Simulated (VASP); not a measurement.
# Cs2InCl6 (Fm-3m) in VASP: single point with r2SCAN

Aim: the single point of Cs2InCl6 with r2SCAN.

Program: VASP 6.6.1. These are calculated values, not measurements. Logs are shortened: lines on timing, memory, paths and dates and some standing lists are left out, and cuts for length are marked.

## (1) The cell of the first run

The structure is cubic, space group Fm-3m (No. 225). The conventional cell has a = 10.514 Å, b = 10.514 Å, c = 10.514 Å, α = 90.00°, β = 90.00°, γ = 90.00°. In (site symmetry m-3m) has 6 Cl at 2.43 Å within 3.2 Å. Cs (site symmetry -43m) has 12 Cl at 3.72 Å and 4 In at 4.55 Å within 4.9 Å. Cl (site symmetry 4mm) has 1 In at 2.43 Å within 3.2 Å.

## (2) Single point, r2SCAN

POSCAR

```
Cs2InCl6
1.0
    0.0000000000      5.2571430000      5.2571430000
    5.2571430000      0.0000000000      5.2571430000
    5.2571430000      5.2571430000      0.0000000000
In Cs Cl
1 2 6
Direct
    0.0000000000      0.0000000000      0.0000000000
    0.2500000000      0.2500000000      0.2500000000
    0.7500000000      0.7500000000      0.7500000000
    0.2312000000      0.7688000000      0.7688000000
    0.7688000000      0.2312000000      0.7688000000
    0.7688000000      0.2312000000      0.2312000000
    0.2312000000      0.7688000000      0.2312000000
    0.7688000000      0.7688000000      0.2312000000
    0.2312000000      0.2312000000      0.7688000000
```

INCAR.step1

```
SYSTEM = Cs2InCl6
PREC = Accurate
ENCUT = 520
ISMEAR = -1
SIGMA = 0.1
LREAL = .FALSE.
LASPH = .TRUE.
NELM = 100
NELECT = 74.0
NBANDS = 46
GGA = PE
ALGO = Normal
EDIFF = 1E-4
LWAVE = .TRUE.
LCHARG = .FALSE.
```

INCAR.step2

```
SYSTEM = Cs2InCl6
PREC = Accurate
ENCUT = 520
EDIFF = 1E-7
ISMEAR = -1
SIGMA = 0.1
LREAL = .FALSE.
LASPH = .TRUE.
NELM = 100
ALGO = Normal
ISIF = 2
LWAVE = .FALSE.
LCHARG = .FALSE.
METAGGA = R2SCAN
LMIXTAU = .TRUE.
NELECT = 74.0
NBANDS = 46
ISTART = 1
```

KPOINTS

```
Automatic mesh
0
G
  4 4 4
  0 0 0
```

Potentials or basis: VASP PAW PBE potentials, release 64 (In_d, Cs_sv, Cl).

The run is started by

```bash
cat potpaw_PBE.64/In_d/POTCAR potpaw_PBE.64/Cs_sv/POTCAR potpaw_PBE.64/Cl/POTCAR > POTCAR
cp INCAR.step1 INCAR
mpirun -np 1 vasp_std > vasp.out
cp INCAR.step2 INCAR
mpirun -np 1 vasp_std > vasp.out
```

OUTCAR:

```text
SYSTEM = Cs2InCl6
   PREC = Accurate
   ENCUT = 520
   EDIFF = 1E-7
   ISMEAR = -1
   LREAL = .FALSE.
   LASPH = .TRUE.
   NELM = 100
   ISIF = 2
   METAGGA = R2SCAN
   NELECT = 74.0
   ISTART = 1

 ion  position               nearest neighbor table
   1  0.000  0.000  0.000-   4 2.43   5 2.43   6 2.43   7 2.43   8 2.43   9 2.43
   2  0.250  0.250  0.250-
   3  0.750  0.750  0.750-
   4  0.231  0.769  0.769-   1 2.43
   5  0.769  0.231  0.769-   1 2.43
   6  0.769  0.231  0.231-   1 2.43
   7  0.231  0.769  0.231-   1 2.43
   8  0.769  0.769  0.231-   1 2.43
   9  0.231  0.231  0.769-   1 2.43

  LATTYP: Found a face centered cubic cell.
 ALAT       =    10.5142860000

  Lattice vectors:

 A1 = (   0.0000000000,   5.2571430000,   5.2571430000)
 A2 = (   5.2571430000,   0.0000000000,   5.2571430000)
 A3 = (   5.2571430000,   5.2571430000,   0.0000000000)

Analysis of symmetry for initial positions (statically):
=====================================================================
 Subroutine PRICEL returns:
 Original cell was already a primitive cell.

 Routine SETGRP: Setting up the symmetry group for a
 face centered cubic supercell.

 Subroutine GETGRP returns: Found 48 space group operations
 (whereof 48 operations were pure point group operations)
 out of a pool of 48 trial point group operations.

The static configuration has the point symmetry O_h .

Analysis of symmetry for dynamics (positions and initial velocities):
=====================================================================
 Subroutine PRICEL returns:
 Original cell was already a primitive cell.

 Routine SETGRP: Setting up the symmetry group for a
 face centered cubic supercell.

 Subroutine GETGRP returns: Found 48 space group operations
 (whereof 48 operations were pure point group operations)
 out of a pool of 48 trial point group operations.

The dynamic configuration has the point symmetry O_h .

 Subroutine INISYM returns: Found 48 space group operations
 (whereof 48 operations are pure point group operations),
 and found     1 'primitive' translations

----------------------------------------------------------------------------------------

                                     Primitive cell

  volume of cell :     290.5891

  direct lattice vectors                    reciprocal lattice vectors
     0.000000000  5.257143000  5.257143000    -0.095108693  0.095108693  0.095108693
     5.257143000  0.000000000  5.257143000     0.095108693 -0.095108693  0.095108693
     5.257143000  5.257143000  0.000000000     0.095108693  0.095108693 -0.095108693

  length of vectors
     7.434722930  7.434722930  7.434722930     0.164733089  0.164733089  0.164733089

  position of ions in fractional coordinates (direct lattice)
     0.000000000  0.000000000  0.000000000
     0.250000000  0.250000000  0.250000000
     0.750000000  0.750000000  0.750000000
     0.231200000  0.768800000  0.768800000
     0.768800000  0.231200000  0.768800000
     0.768800000  0.231200000  0.231200000
     0.231200000  0.768800000  0.231200000
     0.768800000  0.768800000  0.231200000
     0.231200000  0.231200000  0.768800000

  ion indices of the primitive-cell ions
   primitive index   ion index
                 1           1
                 2           2
                 3           3
                 4           4
                 5           5
                 6           6
                 7           7
                 8           8
                 9           9

----------------------------------------------------------------------------------------

 KPOINTS: Automatic mesh

Automatic generation of k-mesh.
 Grid dimensions read from file:
 generate k-points for:    4    4    4

 Generating k-lattice:

  Cartesian coordinates                     Fractional coordinates (reciprocal lattice)
    -0.023777173  0.023777173  0.023777173     0.250000000  0.000000000  0.000000000
     0.023777173 -0.023777173  0.023777173     0.000000000  0.250000000  0.000000000
     0.023777173  0.023777173 -0.023777173     0.000000000  0.000000000  0.250000000

  Length of vectors
     0.041183272  0.041183272  0.041183272

  Shift w.r.t. Gamma in fractional coordinates (k-lattice)
     0.000000000  0.000000000  0.000000000

 Subroutine IBZKPT returns following result:
 ===========================================

 Found      8 irreducible k-points:

 Following reciprocal coordinates:
            Coordinates               Weight
  0.000000  0.000000  0.000000      1.000000
  0.250000  0.000000  0.000000      8.000000
  0.500000  0.000000  0.000000      4.000000
  0.250000  0.250000  0.000000      6.000000
  0.500000  0.250000  0.000000     24.000000
 -0.250000  0.250000  0.000000     12.000000
  0.500000  0.500000  0.000000      3.000000
 -0.250000  0.500000  0.250000      6.000000
   k-points           NKPTS =      8   k-points in BZ     NKDIM =      8   number of bands    NBANDS=     46
   number of dos      NEDOS =    301   number of ions     NIONS =      9
   total plane-waves  NPLWV = 175616
   dimension x,y,z NGX =    56 NGY =   56 NGZ =   56
   dimension x,y,z NGXF=   112 NGYF=  112 NGZF=  112
   ions per type =               1   2   6
   NGX,Y,Z   is equivalent  to a cutoff of  12.52, 12.52, 12.52 a.u.
   NGXF,Y,Z  is equivalent  to a cutoff of  25.04, 25.04, 25.04 a.u.
 SYSTEM =  Cs2InCl6
   PREC   = accura    normal or accurate (medium, high low for compatibility)
   ISTART =      1    job   : 0-new  1-cont  2-samecut
   ICHARG =      0    charge: 1-file 2-atom 10-const
   ISPIN  =      1    spin polarized calculation?
   LNONCOLLINEAR =      F non collinear calculations
   LSORBIT =      F    spin-orbit coupling
   LASPH  =      T    aspherical Exc in radial PAW
   ENCUT  =  520.0 eV  38.22 Ry    6.18 a.u.  13.82 13.82 13.82*2*pi/ulx,y,z
   NELM   =    100;   NELMIN=  2; NELMDL=  0     # of ELM steps
   EDIFF  = 0.1E-06   stopping-criterion for ELM
   LREAL  =      F    real-space projection
   EDIFFG = 0.1E-05   stopping-criterion for IOM
   NSW    =      0    number of steps for IOM
   IBRION =     -1    ionic relax: 0-MD 1-quasi-New 2-CG
   NFREE  =      0    steps in history (QN), initial steepest desc. (CG)
   ISIF   =      2    stress and relaxation
   ISYM   =      2    0-nonsym 1-usesym 2-fastsym
   POTIM  = 0.5000    time-step for ionic-motion
   TEBEG  =    0.0;   TEEND  =   0.0 temperature during run
   PSTRESS=    0.0 pullay stress
   NELECT =      74.0000    total number of electrons
   NUPDOWN=      -1.0000    fix difference up-down
   EMIN   =  10.00;   EMAX   =-10.00  energy-range for DOS
   EFERMI =   0.00;   METHOD = LEGACY
   ISMEAR =    -1;   SIGMA  =   0.10  broadening in eV -4-tet -1-fermi 0-gaus
   EFERMI_NEDOS =   21; number of points for ismear=-14 and -15
   IALGO  =     38    algorithm
   IMIX   =      4    mixing-type and parameters
     AMIX     =   0.40;   BMIX     =  1.00
     AMIX_MAG =   1.60;   BMIX_MAG =  1.00
  volume/ion in A,a.u.               =      32.29       217.89
  Fermi-wavevector in a.u.,A,eV,Ry     =   1.037669  1.960911 14.650175  1.076757
  Thomas-Fermi vector in A             =   2.172118
   LORBIT       =      0    0 simple, 1 ext, 2 COOP (PROOUT), +10 PAW based schemes
   METAGGA = R2SCAN    functional components
   LHFCALC =     F    Hartree Fock is set to
   AEXX    =    0.0000 exact exchange contribution
   IVDW    =     0    specifies the selected vdW correction
   LEPSILON=     F    determine dielectric tensor
   LRPA    =     F    only Hartree local field effects (RPA)
 non-spin polarized calculation
  energy-cutoff  :      520.00
  volume of cell :      290.59
 maximum number of plane-waves:      7880
   NGX = 27   NGY = 27   NGZ = 27

 number of electron      73.9999987 magnetization

 Free energy of the ion-electron system (eV)
  ---------------------------------------------------
  ext. energy  EPLUGINS =         0.00000000
  ---------------------------------------------------
  free energy    TOTEN  =      -123.92497918 eV

  energy without entropy =     -123.92497918  energy(sigma->0) =     -123.92497918

 E-fermi :   1.8188     XC(G=0):  -8.4916

 val. band max:       -0.6522385649   @ k =   0.0000   0.0000   0.0000
 cond. band min:       4.3284869604   @ k =   0.0000   0.0000   0.0000
 fundamental gap:      4.9807255254
 Fermi energy:         1.8188271039

 k-point     1 :       0.0000    0.0000    0.0000
  band No.  band energies     occupation
      1     -20.5064      2.00000
      2     -20.4887      2.00000
      3     -14.8461      2.00000
      4     -14.8461      2.00000
      5     -14.7502      2.00000
      6     -14.0986      2.00000
[... 38 lines left out ...]
     45       7.3812      0.00000
     46       7.3812      0.00000

 k-point     2 :       0.2500    0.0000    0.0000
  band No.  band energies     occupation
      1     -20.5032      2.00000
      2     -20.4907      2.00000
      3     -14.8533      2.00000
      4     -14.8533      2.00000
      5     -14.7323      2.00000
      6     -14.1377      2.00000
[... 38 lines left out ...]
     45       7.6955      0.00000
     46       7.7124      0.00000

 k-point     3 :       0.5000    0.0000    0.0000
  band No.  band energies     occupation
      1     -20.4964      2.00000
      2     -20.4964      2.00000
      3     -14.8602      2.00000
      4     -14.8602      2.00000
      5     -14.7118      2.00000
      6     -14.1792      2.00000
[... 38 lines left out ...]
     45       7.7075      0.00000
     46       8.2193      0.00000

 k-point     4 :       0.2500    0.2500    0.0000
  band No.  band energies     occupation
      1     -20.5027      2.00000
      2     -20.4909      2.00000
      3     -14.8680      2.00000
      4     -14.8449      2.00000
      5     -14.7252      2.00000
      6     -14.1054      2.00000
[... 38 lines left out ...]
     45       7.4394      0.00000
     46       7.9824      0.00000

 k-point     5 :       0.5000    0.2500    0.0000
  band No.  band energies     occupation
      1     -20.4983      2.00000
      2     -20.4941      2.00000
      3     -14.8755      2.00000
      4     -14.8522      2.00000
      5     -14.7052      2.00000
      6     -14.1436      2.00000
[... 38 lines left out ...]
     45       8.0008      0.00000
     46       8.1945      0.00000

 k-point     6 :      -0.2500    0.2500    0.0000
  band No.  band energies     occupation
      1     -20.4993      2.00000
      2     -20.4935      2.00000
      3     -14.8615      2.00000
      4     -14.8603      2.00000
      5     -14.7129      2.00000
      6     -14.1416      2.00000
[... 38 lines left out ...]
     45       7.8821      0.00000
     46       8.1873      0.00000

 k-point     7 :       0.5000    0.5000    0.0000
  band No.  band energies     occupation
      1     -20.4989      2.00000
      2     -20.4931      2.00000
      3     -14.8908      2.00000
      4     -14.8437      2.00000
      5     -14.6964      2.00000
      6     -14.1121      2.00000
[... 38 lines left out ...]
     45       8.4890      0.00000
     46       8.4890      0.00000

 k-point     8 :      -0.2500    0.5000    0.2500
  band No.  band energies     occupation
      1     -20.4960      2.00000
      2     -20.4960      2.00000
      3     -14.8780      2.00000
      4     -14.8553      2.00000
      5     -14.6986      2.00000
      6     -14.1118      2.00000
[... 38 lines left out ...]
     45       7.9925      0.00000
     46       8.5755      0.00000

------------------------ aborting loop because EDIFF is reached ----------------------------------------

  FORCE on cell =-STRESS in cart. coord.  units (eV):
  Direction    XX          YY          ZZ          XY          YZ          ZX
  --------------------------------------------------------------------------------------
  -------------------------------------------------------------------------------------
  Total       10.5051810     10.5051810     10.5051810     -0.0000000      0.0000000     -0.0000000
  in kB       57.9208271     57.9208271     57.9208271     -0.0000000      0.0000000     -0.0000000
  external PRESSURE =      57.9208271 kB  Pullay stress =       0.0000000 kB

 VOLUME and BASIS-vectors are now :
 -----------------------------------------------------------------------------
  energy-cutoff  :      520.00
  volume of cell :      290.59
      direct lattice vectors                 reciprocal lattice vectors
     0.000000000  5.257143000  5.257143000    -0.095108693  0.095108693  0.095108693
     5.257143000  0.000000000  5.257143000     0.095108693 -0.095108693  0.095108693
     5.257143000  5.257143000  0.000000000     0.095108693  0.095108693 -0.095108693

 POSITION                                       TOTAL-FORCE (eV/Angst)
 -----------------------------------------------------------------------------------
      0.00000      0.00000      0.00000        -0.000000      0.000000      0.000000
      2.62857      2.62857      2.62857         0.000000      0.000000      0.000000
      7.88571      7.88571      7.88571         0.000000      0.000000     -0.000000
      8.08338      5.25714      5.25714        -1.105100      0.000000      0.000000
      5.25714      8.08338      5.25714        -0.000000     -1.105100      0.000000
      2.43090      5.25714      5.25714         1.105100      0.000000      0.000000
      5.25714      2.43090      5.25714        -0.000000      1.105100      0.000000
      5.25714      5.25714      8.08338        -0.000000      0.000000     -1.105100
      5.25714      5.25714      2.43090        -0.000000      0.000000      1.105100
 -----------------------------------------------------------------------------------
    total drift:                                0.000000      0.000000     -0.000000

  FREE ENERGIE OF THE ION-ELECTRON SYSTEM (eV)
  ---------------------------------------------------
  free  energy   TOTEN  =      -123.9249791807 eV

  energy  without entropy=     -123.9249791806  energy(sigma->0) =     -123.92497918
```

Wall time 8.2 min (1 thread of Intel Xeon Platinum 8488C (Sapphire Rapids), shared host); peak memory 0.52 GiB.

What came out:

| Property | Result |
| --- | --- |
| Free energy | -123.9250 eV |
| Largest force | 1.105 eV/Å |

Forces in eV/Å, atoms in the order of the input:
```
In   0.000  0.000  0.000
Cs   0.000  0.000  0.000
Cs   0.000  0.000  0.000
Cl  -1.105  0.000  0.000
Cl   0.000 -1.105  0.000
Cl   1.105  0.000  0.000
Cl   0.000  1.105  0.000
Cl   0.000  0.000 -1.105
Cl   0.000  0.000  1.105
```

Caveat: the cell carries a net charge on a neutralising background, which shifts energy and pressure; the cell is charged against a uniform background, so pressure and absolute levels hang on convention; the PAW data sets were made with another functional, which shifts forces and pressure a little; spin-orbit coupling is left out, which moves the levels of the heavy elements.
